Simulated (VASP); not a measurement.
Write the native input for VASP 6.6.1 that does the following.

```
Task                   : relaxation of the atoms
Functional             : PBE
Potentials or basis    : VASP PAW PBE potentials, release 64 (Mg)
Cutoff                 : 520 eV
k mesh                 : 12 × 12 × 7
Occupations            : fermi-dirac, width 0.05 eV
Spin                   : no spin polarisation
Dipole correction      : no
Further INCAR settings : ALGO = Normal; EDIFF = 1e-06; IBRION = 2; EDIFFG = -0.02; NSW = 80
```

The structure of Mg lies in POSCAR:

```
Mg
1.0
    3.2093000000      0.0000000000      0.0000000000
   -1.6046500000      2.7793353284      0.0000000000
    0.0000000000      0.0000000000      5.2103000000
Mg
2
Direct
    0.3333333333      0.6666666667      0.2500000000
    0.6666666667      0.3333333333      0.7500000000
```

The input as run:

INCAR

```
ALGO = Normal
EDIFF = 1E-6
EDIFFG = -0.02
ENCUT = 520
GGA = PE
IBRION = 2
ISIF = 2
ISMEAR = -1
LASPH = True
LCHARG = False
LREAL = False
LWAVE = False
NELM = 60
NSW = 80
PREC = Accurate
SIGMA = 0.05
```

KPOINTS

```
k-points
0
Gamma
  12 12 7
```

Potentials or basis: VASP PAW PBE potentials, release 64 (Mg).

Launch:

```sh
$ cat potpaw_PBE.64/Mg/POTCAR > POTCAR
$ mpirun -np 1 vasp_std > vasp.out
```

Results of the run:

```
Pressure after relaxing : -0.6 GPa
Band gap on the k mesh  : zero (bands 2 and 3 overlap by 2.24 eV)
```

Run time: 11 s on 1 thread of AMD EPYC 7R13 Processor (Zen 3), with other jobs on the host, peak memory 0.14 GiB.
